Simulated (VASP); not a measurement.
# Si (Fd-3m) in VASP: a series of runs

The runs below take Si through single point, relaxation of cell and atoms, with LDA.

Everything below comes from runs of VASP 6.6.1. Logs are shortened: lines on timing, memory, paths and dates and some standing lists are left out, and cuts for length are marked.

## Step 1: The cell of the first run

It takes space group Fd-3m (No. 227, cubic). Conventional cell: a = 5.437 Å, b = 5.437 Å, c = 5.437 Å, α = 90.00°, β = 90.00°, γ = 90.00°. Within 3.1 Å of Si (site symmetry -43m) lie 4 Si at 2.35 Å.

## Step 2: Single point, LDA

File INCAR:

```
SYSTEM = Si
ALGO = Normal
EDIFF = 1E-6
ENCUT = 520
ISIF = 2
ISMEAR = 0
LASPH = .TRUE.
LCHARG = .FALSE.
LREAL = .FALSE.
LWAVE = .FALSE.
NBANDS = 11
NELM = 80
PREC = Accurate
SIGMA = 0.1
```

File KPOINTS:

```
k-points
0
G
  6 6 6
  0 0 0
```

File POSCAR:

```
Si
1.0
    0.0000000000      2.7185000000      2.7185000000
    2.7185000000      0.0000000000      2.7185000000
    2.7185000000      2.7185000000      0.0000000000
Si
2
Direct
    0.5000000000      0.5000000000      0.5000000000
    0.7500000000      0.7500000000      0.7500000000
```

Potentials or basis: VASP PAW LDA potentials, release 64 (Si).

The run is started by

```console
$ cat potpaw_LDA.64/Si/POTCAR > POTCAR
$ mpirun -np 1 vasp_std > vasp.out
```

OUTCAR:

```text
SYSTEM = Si
   EDIFF = 1E-6
   ENCUT = 520
   ISIF = 2
   ISMEAR = 0
   LASPH = .TRUE.
   LREAL = .FALSE.
   NELM = 80
   PREC = Accurate

 ion  position               nearest neighbor table
   1  0.500  0.500  0.500-   2 2.35   2 2.35   2 2.35   2 2.35
   2  0.750  0.750  0.750-   1 2.35   1 2.35   1 2.35   1 2.35

  LATTYP: Found a face centered cubic cell.
 ALAT       =     5.4370000000

  Lattice vectors:

 A1 = (   0.0000000000,   2.7185000000,   2.7185000000)
 A2 = (   2.7185000000,   0.0000000000,   2.7185000000)
 A3 = (   2.7185000000,   2.7185000000,   0.0000000000)

Analysis of symmetry for initial positions (statically):
=====================================================================
 Subroutine PRICEL returns:
 Original cell was already a primitive cell.

 Routine SETGRP: Setting up the symmetry group for a
 face centered cubic supercell.

 Subroutine GETGRP returns: Found 48 space group operations
 (whereof 24 operations were pure point group operations)
 out of a pool of 48 trial point group operations.

The static configuration has the point symmetry T_d .
 The point group associated with its full space group is O_h .

Analysis of symmetry for dynamics (positions and initial velocities):
=====================================================================
 Subroutine PRICEL returns:
 Original cell was already a primitive cell.

 Routine SETGRP: Setting up the symmetry group for a
 face centered cubic supercell.

 Subroutine GETGRP returns: Found 48 space group operations
 (whereof 24 operations were pure point group operations)
 out of a pool of 48 trial point group operations.

The dynamic configuration has the point symmetry T_d .
 The point group associated with its full space group is O_h .

 Subroutine INISYM returns: Found 48 space group operations
 (whereof 24 operations are pure point group operations),
 and found     1 'primitive' translations

----------------------------------------------------------------------------------------

                                     Primitive cell

  volume of cell :      40.1807

  direct lattice vectors                    reciprocal lattice vectors
     0.000000000  2.718500000  2.718500000    -0.183924959  0.183924959  0.183924959
     2.718500000  0.000000000  2.718500000     0.183924959 -0.183924959  0.183924959
     2.718500000  2.718500000  0.000000000     0.183924959  0.183924959 -0.183924959

[... 80 lines left out ...]
   ISIF   =      2    stress and relaxation
   ISYM   =      2    0-nonsym 1-usesym 2-fastsym
   POTIM  = 0.5000    time-step for ionic-motion
   TEBEG  =    0.0;   TEEND  =   0.0 temperature during run
   PSTRESS=    0.0 pullay stress
   NELECT =       8.0000    total number of electrons
   NUPDOWN=      -1.0000    fix difference up-down
   EMIN   =  10.00;   EMAX   =-10.00  energy-range for DOS
   EFERMI =   0.00;   METHOD = LEGACY
   ISMEAR =     0;   SIGMA  =   0.10  broadening in eV -4-tet -1-fermi 0-gaus
   EFERMI_NEDOS =   21; number of points for ismear=-14 and -15
   IALGO  =     38    algorithm
   IMIX   =      4    mixing-type and parameters
     AMIX     =   0.40;   BMIX     =  1.00
     AMIX_MAG =   1.60;   BMIX_MAG =  1.00
  volume/ion in A,a.u.               =      20.09       135.58
  Fermi-wavevector in a.u.,A,eV,Ry     =   0.955943  1.806471 12.433381  0.913828
  Thomas-Fermi vector in A             =   2.084827
   LORBIT       =      0    0 simple, 1 ext, 2 COOP (PROOUT), +10 PAW based schemes
   GGA     = CA    functional components
   LHFCALC =     F    Hartree Fock is set to
   AEXX    =    0.0000 exact exchange contribution
   IVDW    =     0    specifies the selected vdW correction
   LEPSILON=     F    determine dielectric tensor
   LRPA    =     F    only Hartree local field effects (RPA)
 non-spin polarized calculation
 Gauss-broadening in eV      SIGMA  =   0.10
  energy-cutoff  :      520.00
  volume of cell :       40.18
 maximum number of plane-waves:      1106
 NGX is ok and might be reduce to    30
   NGX = 15   NGY = 15   NGZ = 15

 number of electron       8.0000001 magnetization

 Free energy of the ion-electron system (eV)
  ---------------------------------------------------
  ext. energy  EPLUGINS =         0.00000000
  ---------------------------------------------------
  free energy    TOTEN  =       -11.88994357 eV

  energy without entropy =      -11.88994331  energy(sigma->0) =      -11.88994344

 E-fermi :   6.0384     XC(G=0):  -9.5898

 val. band max:        5.7429301021   @ k =   0.0000   0.0000   0.0000
 cond. band min:       6.3475688375   @ k =   0.5000   0.5000   0.0000
 fundamental gap:      0.6046387354
 Fermi energy:         6.0384374736

 k-point     1 :       0.0000    0.0000    0.0000
  band No.  band energies     occupation
      1      -6.1930      2.00000
      2       5.7429      1.99997
      3       5.7429      1.99997
      4       5.7429      1.99997
      5       8.2615      0.00000
      6       8.2615      0.00000
      7       8.2615      0.00000
      8       8.9119      0.00000
      9      13.3990      0.00000
     10      13.4643      0.00000
     11      13.4643      0.00000
[... 197 lines left out ...]
 k-point    16 :      -0.3333    0.5000    0.1667
  band No.  band energies     occupation
      1      -1.9397      2.00000
      2      -1.9397      2.00000
      3       2.0856      2.00000
      4       2.0856      2.00000
      5       8.3998      0.00000
      6       8.3998      0.00000
      7      12.4051      0.00000
      8      12.4051      0.00000
      9      16.1963      0.00000
     10      16.1963      0.00000
     11      18.5685      0.00000

------------------------ aborting loop because EDIFF is reached ----------------------------------------

  FORCE on cell =-STRESS in cart. coord.  units (eV):
  Direction    XX          YY          ZZ          XY          YZ          ZX
  --------------------------------------------------------------------------------------
  -------------------------------------------------------------------------------------
  Total       -0.4245548     -0.4245548     -0.4245548     -0.0000000      0.0000000      0.0000000
  in kB      -16.9288066    -16.9288066    -16.9288066     -0.0000000      0.0000000      0.0000000
  external PRESSURE =     -16.9288066 kB  Pullay stress =       0.0000000 kB

 VOLUME and BASIS-vectors are now :
 -----------------------------------------------------------------------------
  energy-cutoff  :      520.00
  volume of cell :       40.18
      direct lattice vectors                 reciprocal lattice vectors
     0.000000000  2.718500000  2.718500000    -0.183924959  0.183924959  0.183924959
     2.718500000  0.000000000  2.718500000     0.183924959 -0.183924959  0.183924959
     2.718500000  2.718500000  0.000000000     0.183924959  0.183924959 -0.183924959

 POSITION                                       TOTAL-FORCE (eV/Angst)
 -----------------------------------------------------------------------------------
      2.71850      2.71850      2.71850         0.000000      0.000000      0.000000
      4.07775      4.07775      4.07775        -0.000000     -0.000000     -0.000000
 -----------------------------------------------------------------------------------
    total drift:                                0.000000     -0.000000     -0.000000

  FREE ENERGIE OF THE ION-ELECTRON SYSTEM (eV)
  ---------------------------------------------------
  free  energy   TOTEN  =       -11.8899435707 eV

  energy  without entropy=      -11.8899433111  energy(sigma->0) =      -11.88994344
```

OSZICAR:

```text
N       E                     dE             d eps       ncg     rms          rms(c)
DAV:   1     0.894470181533E+01    0.89447E+01   -0.33445E+03   352   0.589E+02
DAV:   2    -0.114252195193E+02   -0.20370E+02   -0.19537E+02   499   0.874E+01
DAV:   3    -0.121475086399E+02   -0.72229E+00   -0.72012E+00   454   0.139E+01
DAV:   4    -0.121543555373E+02   -0.68469E-02   -0.68460E-02   414   0.171E+00
DAV:   5    -0.121544277551E+02   -0.72218E-04   -0.72217E-04   450   0.169E-01    0.500E+00
DAV:   6    -0.119731400114E+02    0.18129E+00   -0.10169E-01   408   0.127E+00    0.299E+00
DAV:   7    -0.118897298666E+02    0.83410E-01   -0.18346E-01   391   0.176E+00    0.222E-01
DAV:   8    -0.118899588765E+02   -0.22901E-03   -0.77475E-03   415   0.483E-01    0.810E-02
DAV:   9    -0.118899382781E+02    0.20598E-04   -0.19815E-04   446   0.770E-02    0.623E-02
DAV:  10    -0.118899437928E+02   -0.55147E-05   -0.14675E-05   415   0.225E-02    0.252E-02
DAV:  11    -0.118899435707E+02    0.22203E-06   -0.96975E-07   258   0.513E-03
   1 F= -.11889944E+02 E0= -.11889943E+02  d E =-.259591E-06
```

Run time: 8.1 s. Hardware: 1 thread of AMD EPYC 7R43 (Zen 3), shared host; peak memory 0.1 GiB.

What came out:

```
Free energy            : -11.8899 eV
Pressure               : -1.7 GPa
Band gap on the k mesh : 0.60 eV, indirect (least direct gap 2.52 eV)
```

A k mesh can miss the band edges.

## Step 3: Single point, LDA

This run uses another cell than the first one, of 19.70 Å³/atom, 0.981 times its volume.

File INCAR:

```
  PREC = Accurate
  ENCUT = 520
  EDIFF = 1E-6
  ISMEAR = 0
  SIGMA = 0.02
  LREAL = F
  LASPH = T
  NELM = 80
  ALGO = Normal
  ISIF = 2
  LWAVE = F
  LCHARG = F
  GGA = CA
  NBANDS = 11
```

File KPOINTS:

```
regular mesh
0
Gamma
  8 8 8
```

File POSCAR:

```
Si
1.0
    0.0000000000      2.7008305081      2.7008305081
    2.7008305081      0.0000000000      2.7008305081
    2.7008305081      2.7008305081      0.0000000000
Si
2
Direct
    0.5000000000      0.5000000000      0.5000000000
    0.7500000000      0.7500000000      0.7500000000
```

Potentials or basis: VASP PAW LDA potentials, release 64 (Si).

The run is started by

```console
$ cat potpaw_LDA.64/Si/POTCAR > POTCAR
$ mpirun -np 1 vasp_std > vasp.out
```

It took 11 s on 1 thread of AMD EPYC 7R43 (Zen 3), shared host; peak memory 0.1 GiB.

Results (log left out):

```
Free energy            : -11.9156 eV
Pressure               : 0.1 GPa
Band gap on the k mesh : 0.49 eV, indirect (least direct gap 2.53 eV)
```

Levels at points of the mesh, in eV from the valence-band top:
```tsv
k point	band 1	band 2	band 3	band 4	band 5	band 6	band 7	band 8	band 9
(0.00, 0.00, 0.00)	-12.07	0.00	0.00	0.00	2.53	2.53	2.53	3.39	7.74
(0.50, 0.00, 0.00)	-9.69	-7.07	-1.21	-1.21	1.49	3.28	3.28	7.54	10.56
(0.50, 0.50, 0.00)	-7.87	-7.87	-2.90	-2.90	0.57	0.57	10.12	10.12	10.97
```

A k mesh can miss the band edges.

## Step 4: Single point, LDA

This run uses another cell than the first one, of 19.70 Å³/atom, 0.981 times its volume.

File INCAR:

```
SYSTEM = Si
PREC     = Accurate       ! precision mode
ENCUT    = 520            ! plane-wave cutoff, eV
EDIFF    = 1E-6           ! SCF threshold, eV
ISMEAR   = 0              ! smearing method
SIGMA    = 0.02           ! smearing width, eV
LREAL    = .False.        ! projectors in reciprocal space
LASPH    = .True.         ! aspherical terms in the spheres
NELM     = 100            ! most SCF steps
ALGO     = Normal         ! electronic algorithm
ISIF     = 2              ! what is computed and relaxed
LWAVE    = .False.        ! write WAVECAR
LCHARG   = .False.        ! write CHGCAR
NBANDS   = 11             ! bands
```

File KPOINTS:

```
regular mesh
0
Gamma
  10 10 10
  0 0 0
```

POSCAR is that of step 3.

The run is started by

```console
$ cat potpaw_LDA.64/Si/POTCAR > POTCAR
$ mpirun -np 1 vasp_std > vasp.out
```

Run time: 18 s. Hardware: 1 thread of AMD EPYC 7R43 (Zen 3), shared host; peak memory 0.1 GiB.

The run converged. Its results:

* Free energy: -11.9191 eV
* Pressure: 0.1 GPa
* Band gap on the k mesh: 0.45 eV, indirect (least direct gap 2.53 eV)

Levels at points of the mesh, in eV from the valence-band top:
```
           k point  band 2  band 3  band 4  band 5  band 6  band 7
(0.00, 0.00, 0.00)    0.00    0.00    0.00    2.53    2.53    2.53
(0.50, 0.00, 0.00)   -7.07   -1.21   -1.21    1.49    3.29    3.29
(0.50, 0.50, 0.00)   -7.87   -2.90   -2.90    0.57    0.57   10.12
```

## Step 5: Relaxation of cell and atoms, LDA

File INCAR:

```
ALGO = Normal
EDIFF = 1E-6
EDIFFG = -0.002
ENCUT = 600
GGA = CA
IBRION = 2
ISIF = 3
ISMEAR = 0
LASPH = True
LCHARG = False
LREAL = False
LWAVE = False
NELM = 100
NSW = 100
PREC = Accurate
SIGMA = 0.02
```

File KPOINTS:

```
k-points
0
Gamma
  8 8 8
```

File POSCAR:

```
Si
1.0
    0.0000000000      2.7185000000      2.7185000000
    2.7185000000      0.0000000000      2.7185000000
    2.7185000000      2.7185000000      0.0000000000
Si
2
Direct
    0.5000000000      0.5000000000      0.5000000000
    0.7500000000      0.7500000000      0.7500000000
```

The run is started by

```console
$ cat potpaw_LDA.64/Si/POTCAR > POTCAR
$ mpirun -np 1 vasp_std > vasp.out
```

It took 27 s on 1 thread of AMD EPYC 7R43 (Zen 3), shared host; peak memory 0.11 GiB.

The run converged. Its results:

```
Free energy                            : -11.9158 eV
Relaxed volume                         : 19.72 Å³/atom
Relaxed cell                           : a = 3.821 Å, b = 3.821 Å, c = 3.821 Å, α = 60.00°, β = 60.00°, γ = 60.00°
Space group after relaxing (to 0.05 Å) : Fd-3m (No. 227)
Energy gained by relaxing              : 2.1 meV/atom
Ionic steps                            : 3
Pressure after relaxing                : 0.0 GPa
Band gap on the k mesh                 : 0.49 eV, indirect (least direct gap 2.53 eV)
```

Step by step:
| step | energy change (eV) | largest force (eV/Å) | pressure (GPa) | volume (Å³) |
| --- | --- | --- | --- | --- |
| 1 | 0.0000 | 0.0000 | -1.74 | 40.18 |
| 2 | -0.0021 | 0.0000 | 1.30 | 38.92 |
| 3 | -0.0041 | 0.0000 | 0.00 | 39.44 |

Final structure:
```yaml
crystal:
  lattice:
    - [0.00000, 2.70158, 2.70158]
    - [2.70158, 0.00000, 2.70158]
    - [2.70158, 2.70158, 0.00000]
  atoms:
    - { symbol: Si, position: [0.50000, 0.50000, 0.50000] }
    - { symbol: Si, position: [0.75000, 0.75000, 0.75000] }
```

Levels at points of the mesh, in eV from the valence-band top:
| k point | band 1 | band 2 | band 3 | band 4 | band 5 | band 6 | band 7 | band 8 |
| --- | --- | --- | --- | --- | --- | --- | --- | --- |
| (0.00, 0.00, 0.00) | -12.06 | 0.00 | 0.00 | 0.00 | 2.53 | 2.53 | 2.53 | 3.38 |
| (0.50, 0.00, 0.00) | -9.69 | -7.06 | -1.21 | -1.21 | 1.48 | 3.28 | 3.28 | 7.54 |
| (0.50, 0.50, 0.00) | -7.86 | -7.86 | -2.89 | -2.89 | 0.57 | 0.57 | 10.11 | 10.11 |

## Step 6: Relaxation of cell and atoms, LDA

This run uses another cell than the first one, of 19.70 Å³/atom, 0.981 times its volume.

File INCAR:

```
SYSTEM = Si
PREC = Accurate
ENCUT = 600
EDIFF = 1E-6
ISMEAR = 0
SIGMA = 0.02
LREAL = .False.
LASPH = .True.
NELM = 80
ALGO = Normal
ISIF = 3
LWAVE = .False.
LCHARG = .False.
IBRION = 2
NSW = 100
EDIFFG = -0.002
```

File KPOINTS:

```
regular mesh
0
Gamma
  10 10 10
  0 0 0
```

File POSCAR:

```
Si
1.0
    0.0000000000      2.7008305081      2.7008305081
    2.7008305081      0.0000000000      2.7008305081
    2.7008305081      2.7008305081      0.0000000000
Si
2
Direct
    0.5000000000      0.5000000000      0.5000000000
    0.7500000000      0.7500000000      0.7500000000
```

Potentials or basis: VASP PAW LDA potentials, release 64 (Si).

The run is started by

```console
$ cat potpaw_LDA.64/Si/POTCAR > POTCAR
$ mpirun -np 1 vasp_std > vasp.out
```

Run time: 29 s. Hardware: 1 thread of AMD EPYC 7R43 (Zen 3), shared host; peak memory 0.11 GiB.

Results (log left out):

- Free energy: -11.9193 eV
- Relaxed volume: 19.72 Å³/atom
- Relaxed cell: a = 3.820 Å, b = 3.820 Å, c = 3.820 Å, α = 60.00°, β = 60.00°, γ = 60.00°
- Space group after relaxing (to 0.05 Å): Fd-3m (No. 227)
- Energy gained by relaxing: 0.0 meV/atom
- Ionic steps: 3
- Pressure after relaxing: 0.0 GPa
- Band gap on the k mesh: 0.45 eV, indirect (least direct gap 2.53 eV)

Final structure:
```yaml
crystal:
  lattice:
    - [0.00000, 2.70149, 2.70149]
    - [2.70149, 0.00000, 2.70149]
    - [2.70149, 2.70149, 0.00000]
  atoms:
    - { symbol: Si, position: [0.50000, 0.50000, 0.50000] }
    - { symbol: Si, position: [0.75000, 0.75000, 0.75000] }
```

Levels at points of the mesh, in eV from the valence-band top:
| k point | band 2 | band 3 | band 4 | band 5 | band 6 | band 7 |
| --- | --- | --- | --- | --- | --- | --- |
| (0.00, 0.00, 0.00) | 0.00 | 0.00 | 0.00 | 2.53 | 2.53 | 2.53 |
| (0.50, 0.00, 0.00) | -7.06 | -1.21 | -1.21 | 1.48 | 3.29 | 3.29 |
| (0.50, 0.50, 0.00) | -7.86 | -2.89 | -2.89 | 0.58 | 0.58 | 10.11 |

A k mesh can miss the band edges. As with any semilocal functional, this LDA gap is likely too small.

(Part 1 of 2 ends here.)
